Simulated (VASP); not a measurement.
C:

```
CELL_PARAMETERS angstrom
1.22805 -2.12706 0.00000
1.22805 2.12706 0.00000
0.00000 0.00000 7.17327
ATOMIC_POSITIONS crystal
C 0.08338 0.91662 0.75314
C 0.58338 0.41662 0.24686
C 0.91662 0.08338 0.24686
C 0.41662 0.58338 0.75314
```

| Property | Result |
| --- | --- |
| Program | VASP 6.6.1 |
| Task | relaxation of cell and atoms |
| Functional | LDA |
| Potentials or basis | VASP PAW LDA potentials, release 64 (C) |
| Cutoff | 600 eV |
| k mesh | 18 × 18 × 6 |
| Occupations | gaussian, width 0.1 eV |
| Spin | no spin polarisation |

At the start: pressure -3.6 GPa; volume 9.37 Å³/atom.

Problem. How do energy, volume and symmetry change on relaxing?

Solution. Over 38 steps the energy falls by 5.3 meV/atom and the volume is 8.58 Å³/atom (-8.4 %); space group Fmmm (No. 69, to 0.05 Å).

The path:
```csv
step,energy change (eV),largest force (eV/Å),pressure (GPa),volume (Å³)
1,0.0000,0.0262,-3.63,37.48
2,0.0193,0.1139,7.35,36.33
3,-0.0048,0.0141,-0.38,37.12
4,-0.0048,0.0150,-0.32,37.11
5,-0.0061,0.0533,-0.28,36.97
6,-0.0086,0.2591,-0.12,36.53
7,-0.0072,0.6835,0.30,35.65
8,-0.0091,0.3886,-0.01,36.25
9,-0.0092,0.3866,0.00,36.24
10,-0.0096,0.3810,-0.01,36.20
11,-0.0103,0.3698,-0.02,36.13
12,-0.0117,0.3472,-0.01,35.98
13,-0.0142,0.3023,-0.01,35.68
14,-0.0180,0.2128,0.01,35.08
15,-0.0191,0.0371,0.17,33.89
16,-0.0199,0.1114,0.07,34.40
17,-0.0199,0.1006,0.08,34.33
18,-0.0204,0.0388,0.05,34.40
19,-0.0206,0.0375,0.01,34.47
20,-0.0206,0.0436,0.01,34.48
21,-0.0206,0.0244,-0.01,34.49
22,-0.0207,0.0133,-0.04,34.50
23,-0.0207,0.0106,-0.03,34.50
24,-0.0207,0.0147,-0.02,34.50
25,-0.0207,0.0136,-0.02,34.50
26,-0.0207,0.0112,-0.02,34.49
27,-0.0207,0.0108,-0.01,34.49
28,-0.0208,0.0238,0.00,34.47
29,-0.0207,0.0579,0.03,34.44
30,-0.0208,0.0332,0.01,34.46
31,-0.0208,0.0325,0.01,34.46
32,-0.0208,0.0306,0.00,34.46
33,-0.0208,0.0266,0.01,34.45
34,-0.0209,0.0189,0.00,34.44
35,-0.0209,0.0061,0.00,34.41
36,-0.0210,0.0304,0.00,34.36
37,-0.0211,0.0093,0.00,34.34
38,-0.0211,0.0044,0.01,34.33
```

Final structure:
```cif
data_structure
_symmetry_space_group_name_H-M 'P 1'
_symmetry_Int_Tables_number 1
_cell_length_a 2.4457
_cell_length_b 2.4457
_cell_length_c 6.6270
_cell_angle_alpha 90.000
_cell_angle_beta 90.000
_cell_angle_gamma 119.985
_cell_volume 34.33
loop_
_atom_site_label
_atom_site_type_symbol
_atom_site_fract_x
_atom_site_fract_y
_atom_site_fract_z
_atom_site_occupancy
C1 C 0.08332 0.91668 0.75028 1
C2 C 0.58332 0.41668 0.24972 1
C3 C 0.91668 0.08332 0.24972 1
C4 C 0.41668 0.58332 0.75028 1
```
